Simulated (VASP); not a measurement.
# AlN in VASP: a series of runs

AlN is run at these levels: PBE, HSE06; tasks: single point.

Program: VASP 6.6.1. These are calculated values, not measurements. Logs are shortened: lines on timing, memory, paths and dates and some standing lists are left out, and cuts for length are marked.

### Step 1. The cell of the first run

The typed cell holds 4 atoms: a = 3.130 Å, b = 3.130 Å, c = 5.017 Å, α = 90.00°, β = 90.00°, γ = 120.00°.

### Step 2. Single point, PBE

The input, INCAR:

```
PREC     = Accurate       # precision mode
ENCUT    = 700            # plane-wave cutoff, eV
EDIFF    = 1E-6           # SCF threshold, eV
ISMEAR   = 0              # smearing method
SIGMA    = 0.01           # smearing width, eV
LREAL    = False          # projectors in reciprocal space
LASPH    = True           # aspherical terms in the spheres
NELM     = 120            # most SCF steps
ALGO     = Normal         # electronic algorithm
ISIF     = 2              # what is computed and relaxed
LWAVE    = False          # write WAVECAR
LCHARG   = False          # write CHGCAR
GGA      = PE             # functional
NBANDS   = 16             # bands
GGA_COMPAT= False        
ISYM     = -1
```

The input, KPOINTS:

```
explicit points
8
Reciprocal
  0.12500000   0.12500000   0.12500000 1
  0.12500000   0.12500000   0.62500000 1
  0.12500000   0.62500000   0.12500000 1
  0.12500000   0.62500000   0.62500000 1
  0.62500000   0.12500000   0.12500000 1
  0.62500000   0.12500000   0.62500000 1
  0.62500000   0.62500000   0.12500000 1
  0.62500000   0.62500000   0.62500000 1
```

The input, POSCAR:

```
AlN
1.0
    3.1297569551      0.0000000300      0.0000000000
   -1.5648785050      2.7104490149      0.0000000000
    0.0000000000      0.0000000000      5.0174032950
Al N
2 2
Direct
    0.6671048057      0.3329323772      0.5000247806
    0.3329323772      0.6671048057      0.0000247806
    0.6639230877      0.3360397294      0.8799752194
    0.3360397294      0.6639230877      0.3799752194
```

Potentials or basis: VASP PAW PBE potentials, release 64 (Al, N).

Run with:

```console
$ cat potpaw_PBE.64/Al/POTCAR potpaw_PBE.64/N/POTCAR > POTCAR
$ mpirun -np 1 vasp_std > vasp.out
```

OUTCAR:

```text
PREC = Accurate
   ENCUT = 700
   EDIFF = 1E-6
   ISMEAR = 0
   LREAL = False
   LASPH = True
   NELM = 120
   ISIF = 2
   GGA = PE
   ISYM = -1

 ion  position               nearest neighbor table
   1  0.667  0.333  0.500-   4 1.89   3 1.91   4 1.91   4 1.91   2 3.09   2 3.09   2 3.09   2 3.09
                             2 3.09   2 3.09
   2  0.333  0.667  0.000-   3 1.89   4 1.91   3 1.91   3 1.91   1 3.09   1 3.09   1 3.09   1 3.09
                             1 3.09   1 3.09
   3  0.664  0.336  0.880-   2 1.89   1 1.91   2 1.91   2 1.91
   4  0.336  0.664  0.380-   1 1.89   2 1.91   1 1.91   1 1.91

IMPORTANT INFORMATION: All symmetrisations will be switched off!
NOSYMM: (Re-)initialisation of all symmetry stuff for point group C_1.

----------------------------------------------------------------------------------------

                                     Primitive cell

  volume of cell :      42.5629

  direct lattice vectors                    reciprocal lattice vectors
     3.129756955  0.000000030  0.000000000     0.319513626  0.184471283  0.000000000
    -1.564878505  2.710449015  0.000000000    -0.000000004  0.368942559  0.000000000
     0.000000000  0.000000000  5.017403295     0.000000000  0.000000000  0.199306283

  length of vectors
     3.129756955  3.129756955  5.017403295     0.368942559  0.368942559  0.199306283

  position of ions in fractional coordinates (direct lattice)
     0.667104806  0.332932377  0.500024781
     0.332932377  0.667104806  0.000024781
     0.663923088  0.336039729  0.879975219
     0.336039729  0.663923088  0.379975219

  ion indices of the primitive-cell ions
   primitive index   ion index
                 1           1
                 2           2
                 3           3
                 4           4

----------------------------------------------------------------------------------------

 KPOINTS: explicit points

Read explicit list of k-points.

 Found      8 k-points:

 Following reciprocal coordinates:
            Coordinates               Weight
  0.125000  0.125000  0.125000      0.125000
  0.125000  0.125000  0.625000      0.125000
  0.125000  0.625000  0.125000      0.125000
  0.125000  0.625000  0.625000      0.125000
  0.625000  0.125000  0.125000      0.125000
  0.625000  0.125000  0.625000      0.125000
  0.625000  0.625000  0.125000      0.125000
  0.625000  0.625000  0.625000      0.125000
   k-points           NKPTS =      8   k-points in BZ     NKDIM =      8   number of bands    NBANDS=     16
   number of dos      NEDOS =    301   number of ions     NIONS =      4
   total plane-waves  NPLWV =  37632
   dimension x,y,z NGX =    28 NGY =   28 NGZ =   48
   dimension x,y,z NGXF=    56 NGYF=   56 NGZF=   96
   ions per type =               2   2
   NGX,Y,Z   is equivalent  to a cutoff of  14.87, 14.87, 15.90 a.u.
   NGXF,Y,Z  is equivalent  to a cutoff of  29.75, 29.75, 31.81 a.u.
 SYSTEM =  unknown system
   PREC   = accura    normal or accurate (medium, high low for compatibility)
   ISTART =      0    job   : 0-new  1-cont  2-samecut
   ICHARG =      2    charge: 1-file 2-atom 10-const
   ISPIN  =      1    spin polarized calculation?
   LNONCOLLINEAR =      F non collinear calculations
   LSORBIT =      F    spin-orbit coupling
   LASPH  =      T    aspherical Exc in radial PAW
   ENCUT  =  700.0 eV  51.45 Ry    7.17 a.u.   6.75  6.75 10.82*2*pi/ulx,y,z
   NELM   =    120;   NELMIN=  2; NELMDL= -5     # of ELM steps
   EDIFF  = 0.1E-05   stopping-criterion for ELM
   LREAL  =      F    real-space projection
   EDIFFG = 0.1E-04   stopping-criterion for IOM
   NSW    =      0    number of steps for IOM
   IBRION =     -1    ionic relax: 0-MD 1-quasi-New 2-CG
   NFREE  =      0    steps in history (QN), initial steepest desc. (CG)
   ISIF   =      2    stress and relaxation
   ISYM   =     -1    0-nonsym 1-usesym 2-fastsym
   POTIM  = 0.5000    time-step for ionic-motion
   TEBEG  =    0.0;   TEEND  =   0.0 temperature during run
   PSTRESS=    0.0 pullay stress
   NELECT =      16.0000    total number of electrons
   NUPDOWN=      -1.0000    fix difference up-down
   EMIN   =  10.00;   EMAX   =-10.00  energy-range for DOS
   EFERMI =   0.00;   METHOD = LEGACY
   ISMEAR =     0;   SIGMA  =   0.01  broadening in eV -4-tet -1-fermi 0-gaus
   EFERMI_NEDOS =   21; number of points for ismear=-14 and -15
   IALGO  =     38    algorithm
   IMIX   =      4    mixing-type and parameters
     AMIX     =   0.40;   BMIX     =  1.00
     AMIX_MAG =   1.60;   BMIX_MAG =  1.00
  volume/ion in A,a.u.               =      10.64        71.81
  Fermi-wavevector in a.u.,A,eV,Ry     =   1.181511  2.232733 18.993310  1.395969
  Thomas-Fermi vector in A             =   2.317783
   LORBIT       =      0    0 simple, 1 ext, 2 COOP (PROOUT), +10 PAW based schemes
   GGA     = PE    functional components
   LHFCALC =     F    Hartree Fock is set to
   AEXX    =    0.0000 exact exchange contribution
   IVDW    =     0    specifies the selected vdW correction
   LEPSILON=     F    determine dielectric tensor
   LRPA    =     F    only Hartree local field effects (RPA)
 non-spin polarized calculation
 Gauss-broadening in eV      SIGMA  =   0.01
  energy-cutoff  :      700.00
  volume of cell :       42.56
 maximum number of plane-waves:      1794
 NGX is ok and might be reduce to    28
   NGX = 13   NGY = 13   NGZ = 21

 number of electron      16.0000000 magnetization

 Free energy of the ion-electron system (eV)
  ---------------------------------------------------
  ext. energy  EPLUGINS =         0.00000000
  ---------------------------------------------------
  free energy    TOTEN  =       -30.17889234 eV

  energy without entropy =      -30.17889234  energy(sigma->0) =      -30.17889234

 E-fermi :   5.6028     XC(G=0): -10.8438

 val. band max:        5.5592675431   @ k =   0.1250   0.1250   0.1250
 cond. band min:      11.3476963444   @ k =   0.6250   0.6250   0.1250
 fundamental gap:      5.7884288013
 Fermi energy:         5.6028033731

 k-point     1 :       0.1250    0.1250    0.1250
  band No.  band energies     occupation
      1      -8.5443      2.00000
      2      -6.8858      2.00000
      3       0.8290      2.00000
      4       3.3782      2.00000
      5       3.4007      2.00000
      6       4.5988      2.00000
      7       5.3014      2.00000
      8       5.5593      2.00000
      9      11.9144      0.00000
     10      14.0087      0.00000
     11      14.4247      0.00000
     12      14.9428      0.00000
     13      17.2677      0.00000
     14      17.7798      0.00000
     15      18.3597      0.00000
     16      19.3322      0.00000

 k-point     2 :       0.1250    0.1250    0.6250
  band No.  band energies     occupation
      1      -8.1390      2.00000
      2      -7.4678      2.00000
      3       1.6811      2.00000
      4       2.7493      2.00000
      5       4.0142      2.00000
      6       4.4956      2.00000
      7       4.9898      2.00000
      8       5.0980      2.00000
      9      12.3615      0.00000
     10      13.2494      0.00000
     11      14.7954      0.00000
     12      15.2467      0.00000
     13      17.1165      0.00000
     14      17.8005      0.00000
     15      18.1606      0.00000
     16      18.6737      0.00000

 k-point     3 :       0.1250    0.6250    0.1250
  band No.  band energies     occupation
      1      -7.9127      2.00000
      2      -6.6344      2.00000
      3       1.3231      2.00000
      4       2.0374      2.00000
      5       2.6396      2.00000
      6       3.8782      2.00000
      7       4.8879      2.00000
      8       5.1886      2.00000
      9      12.3619      0.00000
     10      12.9947      0.00000
     11      14.1098      0.00000
     12      15.6987      0.00000
     13      16.7287      0.00000
     14      17.4796      0.00000
     15      18.0764      0.00000
     16      20.0900      0.00000

 k-point     4 :       0.1250    0.6250    0.6250
  band No.  band energies     occupation
      1      -7.5772      2.00000
      2      -7.0515      2.00000
      3       1.2197      2.00000
      4       1.6918      2.00000
      5       3.6383      2.00000
      6       4.0526      2.00000
      7       4.4730      2.00000
      8       5.1145      2.00000
      9      12.0507      0.00000
     10      12.6367      0.00000
     11      14.8600      0.00000
     12      15.7350      0.00000
     13      16.8208      0.00000
     14      17.2352      0.00000
     15      18.4435      0.00000
     16      19.4482      0.00000

 k-point     5 :       0.6250    0.1250    0.1250
  band No.  band energies     occupation
      1      -7.9127      2.00000
      2      -6.6344      2.00000
      3       1.3231      2.00000
      4       2.0374      2.00000
      5       2.6396      2.00000
      6       3.8782      2.00000
      7       4.8879      2.00000
      8       5.1886      2.00000
      9      12.3619      0.00000
     10      12.9947      0.00000
     11      14.1098      0.00000
     12      15.6987      0.00000
     13      16.7287      0.00000
     14      17.4796      0.00000
     15      18.0764      0.00000
     16      20.0900      0.00000

 k-point     6 :       0.6250    0.1250    0.6250
  band No.  band energies     occupation
      1      -7.5772      2.00000
      2      -7.0515      2.00000
      3       1.2197      2.00000
      4       1.6918      2.00000
      5       3.6383      2.00000
      6       4.0526      2.00000
      7       4.4730      2.00000
      8       5.1145      2.00000
      9      12.0507      0.00000
     10      12.6367      0.00000
     11      14.8600      0.00000
     12      15.7350      0.00000
     13      16.8208      0.00000
     14      17.2352      0.00000
     15      18.4435      0.00000
     16      19.4482      0.00000

 k-point     7 :       0.6250    0.6250    0.1250
  band No.  band energies     occupation
      1      -6.8905      2.00000
      2      -6.6396      2.00000
      3       1.0853      2.00000
      4       1.9016      2.00000
      5       2.1689      2.00000
      6       3.5698      2.00000
      7       3.6472      2.00000
      8       4.1409      2.00000
      9      11.3477      0.00000
     10      13.8438      0.00000
     11      14.9016      0.00000
     12      15.3879      0.00000
     13      17.0706      0.00000
     14      17.4455      0.00000
     15      18.8063      0.00000
     16      20.3323      0.00000

 k-point     8 :       0.6250    0.6250    0.6250
  band No.  band energies     occupation
      1      -6.7897      2.00000
      2      -6.6839      2.00000
      3       0.9291      2.00000
      4       1.1465      2.00000
      5       2.1942      2.00000
      6       2.9156      2.00000
      7       4.7579      2.00000
      8       5.0176      2.00000
      9      12.2806      0.00000
     10      13.2325      0.00000
     11      14.1936      0.00000
     12      14.5146      0.00000
     13      17.3474      0.00000
     14      17.4049      0.00000
     15      19.0387      0.00000
     16      20.2544      0.00000

------------------------ aborting loop because EDIFF is reached ----------------------------------------

  FORCE on cell =-STRESS in cart. coord.  units (eV):
  Direction    XX          YY          ZZ          XY          YZ          ZX
  --------------------------------------------------------------------------------------
  -------------------------------------------------------------------------------------
  Total        0.0215715     -1.2489844      0.6211108     -1.1003355      0.0332963      0.0192249
  in kB        0.8120078    -47.0150320     23.3802325    -41.4194988      1.2533597      0.7236746
  external PRESSURE =      -7.6075972 kB  Pullay stress =       0.0000000 kB

 VOLUME and BASIS-vectors are now :
 -----------------------------------------------------------------------------
  energy-cutoff  :      700.00
  volume of cell :       42.56
      direct lattice vectors                 reciprocal lattice vectors
     3.129756955  0.000000030  0.000000000     0.319513626  0.184471283  0.000000000
    -1.564878505  2.710449015  0.000000000    -0.000000004  0.368942559  0.000000000
     0.000000000  0.000000000  5.017403295     0.000000000  0.000000000  0.199306283

 POSITION                                       TOTAL-FORCE (eV/Angst)
 -----------------------------------------------------------------------------------
      1.56688      0.90240      2.50883         0.001177     -0.000555      0.007975
     -0.00194      1.80815      0.00012        -0.001069      0.000741      0.007972
      1.55206      0.91082      4.41519         0.003625     -0.002215     -0.007971
      0.01276      1.79953      1.90649        -0.003734      0.002029     -0.007976
 -----------------------------------------------------------------------------------
    total drift:                                0.000011      0.000021      0.000677

  FREE ENERGIE OF THE ION-ELECTRON SYSTEM (eV)
  ---------------------------------------------------
  free  energy   TOTEN  =       -30.1788923429 eV

  energy  without entropy=      -30.1788923429  energy(sigma->0) =      -30.17889234
```

Wall time 6.1 s (1 thread of AMD EPYC 9R45 (Zen 5), shared host); peak memory 0.14 GiB.

Results:

- Free energy: -30.1789 eV
- Pressure: -0.8 GPa
- Largest force: 0.009 eV/Å
- Band gap on the k mesh: 5.79 eV (least direct gap 6.36 eV)

Forces on the atoms (eV/Å):
```
Al   0.001 -0.001  0.008
Al  -0.001  0.001  0.008
N    0.004 -0.002 -0.008
N   -0.004  0.002 -0.008
```

Levels at points of the mesh, in eV from the valence-band top:
```
           k point  band 6  band 7  band 8  band 9  band 10  band 11
(0.12, 0.12, 0.12)   -0.96   -0.26    0.00    6.36     8.45     8.87
```

Caveat: a shifted mesh leaves out Γ, where band edges can lie.

(Continued in part 2 of 2.)
